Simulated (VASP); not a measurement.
Set up this calculation in VASP 6.6.1, as the native input.

```yaml
Task: single point
Functional: PBEsol
Potentials_or_basis: VASP PAW PBE potentials, release 64 (Al, Ga_d, N)
Cutoff: 520 eV
k_mesh: 6 × 8 × 4
Occupations: gaussian, width 0.05 eV
Spin: no spin polarisation
Dipole_correction: no
Further_INCAR_settings: ALGO = Normal; EDIFF = 1e-06; NBANDS = 31
```

The structure of Al3GaN4 lies in POSCAR:

```
Al3GaN4
1.0
    5.4468806090      0.0000000000      0.0001149907
    0.0000000000      3.3804798092      0.0000000000
   -0.0034951575      0.0000000000      5.4179919474
Al Ga N
3 1 4
Direct
    0.5002300423      0.5000000000      0.1673295664
    0.0009207036      0.5000000000      0.8348055932
    0.0010880650      0.0000000000      0.3316926342
    0.4994217138      0.0000000000      0.6662009016
    0.1111724737      0.0000000000      0.6663292503
    0.1224543238      0.5000000000      0.1671578647
    0.6251234799      0.5000000000      0.8401923551
    0.6231881979      0.0000000000      0.3262928345
```

This cell differs from its parent crystal: strain +0.080 along x and y, +0.000 along z.

The input as run:

INCAR

```
SYSTEM = Al3GaN4
  PREC = Accurate
  ENCUT = 520
  EDIFF = 1E-6
  ISMEAR = 0
  SIGMA = 0.05
  LREAL = .FALSE.
  LASPH = .TRUE.
  NELM = 60
  ALGO = Normal
  ISIF = 2
  LWAVE = .FALSE.
  LCHARG = .FALSE.
  GGA = PS
  NBANDS = 31
```

KPOINTS

```
regular mesh
0
G
  6 8 4
  0 0 0
```

Potentials or basis: VASP PAW PBE potentials, release 64 (Al, Ga_d, N).

Command:

```bash
$ cat potpaw_PBE.64/Al/POTCAR potpaw_PBE.64/Ga_d/POTCAR potpaw_PBE.64/N/POTCAR > POTCAR
$ mpirun -np 1 vasp_std > vasp.out
```

It gave:

```
Pressure               : -21.5 GPa
Largest force          : 0.502 eV/Å
Band gap on the k mesh : 2.11 eV, direct
```

Caveat: the cell differs from its parent crystal (strain +0.080 along x and y, +0.000 along z); the PAW data sets were made with another functional, which shifts forces and pressure a little.

Run time: 6.7 min on 1 thread of AMD EPYC 7R13, on a shared host, peak memory 0.3 GiB.
